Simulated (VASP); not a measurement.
Wanted: the native input for a VASP 6.6.1 run.

- Task: relaxation of cell and atoms
- Functional: PBEsol
- Potentials or basis: VASP PAW PBE potentials, release 64 (Mg)
- Cutoff: 600 eV
- k mesh: 20 × 20 × 20
- Occupations: gaussian, width 0.1 eV
- Spin: no spin polarisation
- Target pressure: 12 GPa
- Dipole correction: no
- Further INCAR settings: ALGO = Normal; EDIFF = 1e-06; IBRION = 2; EDIFFG = -0.004; NSW = 70; ISIF = 3

The structure of Mg lies in POSCAR:

```
Mg
1.0
   -1.5631337395      1.5631337395      1.5631337395
    1.5631337395     -1.5631337395      1.5631337395
    1.5631337395      1.5631337395     -1.5631337395
Mg
1
Direct
    0.0000000000      0.0000000000      0.0000000000
```

This isn't the form of Mg at room conditions, which is hcp.

These files were run (other wordings do the same):

INCAR

```
PREC     = Accurate       # precision mode
ENCUT    = 600            # plane-wave cutoff, eV
EDIFF    = 1E-6           # SCF threshold, eV
ISMEAR   = 0              # smearing method
SIGMA    = 0.1            # smearing width, eV
LREAL    = F              # projectors in reciprocal space
LASPH    = T              # aspherical terms in the spheres
NELM     = 100            # most SCF steps
ALGO     = Normal         # electronic algorithm
ISIF     = 3              # what is computed and relaxed
LWAVE    = F              # write WAVECAR
LCHARG   = F              # write CHGCAR
GGA      = PS             # functional
IBRION   = 2              # ionic algorithm
NSW      = 70             # ionic steps
EDIFFG   = -0.004         # ionic threshold
PSTRESS  = 120.0
```

KPOINTS

```
regular mesh
0
Gamma
  20 20 20
```

Potentials or basis: VASP PAW PBE potentials, release 64 (Mg).

Command:

```console
$ cat potpaw_PBE.64/Mg/POTCAR > POTCAR
$ mpirun -np 1 vasp_std > vasp.out
```

Results of the run:

```json
{
  "Relaxed volume": "18.15 Å³/atom",
  "Relaxed cell": "a = 2.868 Å, b = 2.868 Å, c = 2.868 Å, α = 109.47°, β = 109.47°, γ = 109.47°",
  "Space group after relaxing (to 0.1 Å)": "Im-3m (No. 229)",
  "Energy change on relaxing (the run minimises the enthalpy)": "-361.6 meV/atom",
  "Ionic steps": "6",
  "Pressure after relaxing": "12.0 GPa",
  "Band gap on the k mesh": "zero (bands 1 and 2 overlap by 4.92 eV)"
}
```

Caveat: the cell is relaxed towards a set pressure, so the run minimises the enthalpy, not the energy; the volume moved by over 15 % at a fixed basis, so the end points are rough; the PAW data sets were made with another functional, which shifts forces and pressure a little.

Run time: 37 s on 1 thread of Intel Xeon 8259CL, with other jobs on the host, peak memory 0.17 GiB.
